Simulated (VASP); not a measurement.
Here is a VASP 6.6.1 calculation.

INCAR

```
SYSTEM = NaSr7Ti8O23
PREC     = Accurate       ! precision mode
ENCUT    = 520            ! plane-wave cutoff, eV
EDIFF    = 1E-7           ! SCF threshold, eV
ISMEAR   = -1             ! smearing method
SIGMA    = 0.05           ! smearing width, eV
LREAL    = Auto         
LASPH    = .TRUE.         ! aspherical terms in the spheres
NELM     = 120            ! most SCF steps
ALGO     = Normal         ! electronic algorithm
ISIF     = 2              ! what is computed and relaxed
LWAVE    = .FALSE.        ! write WAVECAR
LCHARG   = .FALSE.        ! write CHGCAR
GGA      = PS             ! functional
IBRION   = 2              ! ionic algorithm
NSW      = 100            ! ionic steps
EDIFFG   = -0.03          ! ionic threshold
NELECT   = 310.0        
ISYM     = -1           
GGA_COMPAT= .FALSE.      
NELMIN   = 4
```

Contents of KPOINTS:

```
explicit points
1
Reciprocal
  0.25000000   0.25000000   0.25000000 1
```

POSCAR

```
NaSr7Ti8O23
1.0
    7.7828210000      0.0000000000      0.0000000000
    0.0000000000      7.7828210000      0.0000000000
    0.0000000000      0.0000000000      7.7828210000
Sr Na Ti O
7 1 8 23
Direct
    0.0009910000      0.0003790000      0.0035450000
    0.0006010000      0.9939620000      0.4967390000
    0.0039810000      0.5043310000      0.9998420000
    0.0028750000      0.5025690000      0.5009160000
    0.4979480000      0.9994710000      0.0034570000
    0.4956930000      0.0030730000      0.4995580000
    0.4986090000      0.5018860000      0.0035070000
    0.4987930000      0.4960030000      0.5001420000
    0.2486400000      0.2493410000      0.2532270000
    0.2488360000      0.2537290000      0.7532380000
    0.2476760000      0.7526000000      0.2556470000
    0.2562210000      0.7486090000      0.7477430000
    0.7443600000      0.2518510000      0.2511890000
    0.7502340000      0.2505330000      0.7518060000
    0.7491480000      0.7517640000      0.2513360000
    0.7508000000      0.7501080000      0.7540250000
    0.2437750000      0.2522380000      0.4984600000
    0.2508540000      0.7499910000      0.9968650000
    0.2480660000      0.7509980000      0.4968570000
    0.7495950000      0.2477780000      0.0063310000
    0.7504550000      0.2456820000      0.4991250000
    0.7498080000      0.7526080000      0.9982160000
    0.7550570000      0.7492220000      0.5006760000
    0.9945890000      0.2493760000      0.2460710000
    0.0000450000      0.2516420000      0.7511830000
    0.9990260000      0.7483540000      0.2509070000
    0.9979920000      0.7521820000      0.7547330000
    0.5038440000      0.2482320000      0.2508250000
    0.5013470000      0.2449960000      0.7479920000
    0.5007190000      0.7495280000      0.2489350000
    0.4988000000      0.7511440000      0.7523910000
    0.2512890000      0.9995260000      0.2515320000
    0.2524650000      0.0002630000      0.7501980000
    0.2473800000      0.5020220000      0.2495530000
    0.2481160000      0.4982600000      0.7502120000
    0.7505360000      0.9986980000      0.2524900000
    0.7484900000      0.9967160000      0.7496200000
    0.7501230000      0.4993820000      0.2487980000
    0.7521520000      0.5011490000      0.7488590000
```

Potentials or basis: VASP PAW PBE potentials, release 64 (Sr_sv, Na_pv, Ti_sv, O).

Launch:

```bash
$ cat potpaw_PBE.64/Sr_sv/POTCAR potpaw_PBE.64/Na_pv/POTCAR potpaw_PBE.64/Ti_sv/POTCAR potpaw_PBE.64/O/POTCAR > POTCAR
$ mpirun -np 1 vasp_std > vasp.out
```

(1) What does it give for the energy gained by relaxing?

Results:

(1) 71.1 meV/atom.

Caveat: the cell carries a net charge on a neutralising background, which shifts energy and pressure.
